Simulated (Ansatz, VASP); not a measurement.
# BN in VASP and in Ansatz

```
CELL_PARAMETERS angstrom
0.00000 3.49532 2.16609
1.25163 0.00000 2.16609
1.25163 3.49532 0.00000
ATOMIC_POSITIONS crystal
B 0.00005 0.00005 0.99995
N 0.66665 0.66665 0.33335
```

Alike in both runs: task single point; functional PBE; k mesh 12 × 12 × 12; occupations fermi-dirac, width 1.55 eV; no spin polarisation.

|  | VASP | Ansatz |
| --- | --- | --- |
| version | VASP 6.6.1 | Ansatz 0.2.0 |
| potentials or method | VASP PAW PBE potentials, release 64 (B, N), cutoff 520 eV | scalar-relativistic, plane waves, PAW |
| valence electrons in the cell | 8 | 8 |

|  | VASP | Ansatz | Ansatz less VASP |
| --- | --- | --- | --- |
| gap on the k mesh at the Fermi level (eV) | 4.01 | 4.02 | +0.009 |
| least direct gap on the mesh (eV) | 4.73 | 4.74 | +0.005 |
| pressure (GPa) | 10.2 | 10.1 | -0.06 |
| traceless stress, the component that is largest in VASP (GPa) | -7.57 | -7.37 | +0.202 |
